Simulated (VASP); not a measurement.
The system is Ti.

```
CELL_PARAMETERS angstrom
-1.64000 1.64000 1.64000
1.64000 -1.64000 1.64000
1.64000 1.64000 -1.64000
ATOMIC_POSITIONS crystal
Ti 0.00000 0.00000 0.00000
```

This isn't the form of Ti at room conditions, which is hcp.

```yaml
Program: VASP 6.6.1
Task: relaxation of cell and atoms
Functional: PBEsol
Potentials_or_basis: VASP PAW PBE potentials, release 64 (Ti_sv)
Cutoff: 500 eV
k_mesh: 11 × 11 × 11
Occupations: fermi-dirac, width 0.1 eV
Spin: no spin polarisation
```

At the start: pressure -6.4 GPa; volume 17.64 Å³/atom.

**Question.** Where does the relaxation end?

**Answer.** Over 3 steps the energy falls by 22.8 meV/atom and the volume is 16.56 Å³/atom (-6.2 %); space group Im-3m (No. 229, to 0.1 Å) before and after.

Step by step:
```
step  energy change (eV)  largest force (eV/Å)  pressure (GPa)  volume (Å³)
   1              0.0000                0.0000           -6.41        17.64
   2             -0.0133                0.0000            4.80        15.90
   3             -0.0228                0.0000           -0.02        16.56
```

Final structure:
```
Ti
1.0
    -1.60565    1.60565    1.60565
     1.60565   -1.60565    1.60565
     1.60565    1.60565   -1.60565
Ti
1
Direct
  0.00000 0.00000 0.00000
```

Caveat: the PAW data sets were made with another functional, which shifts forces and pressure a little.
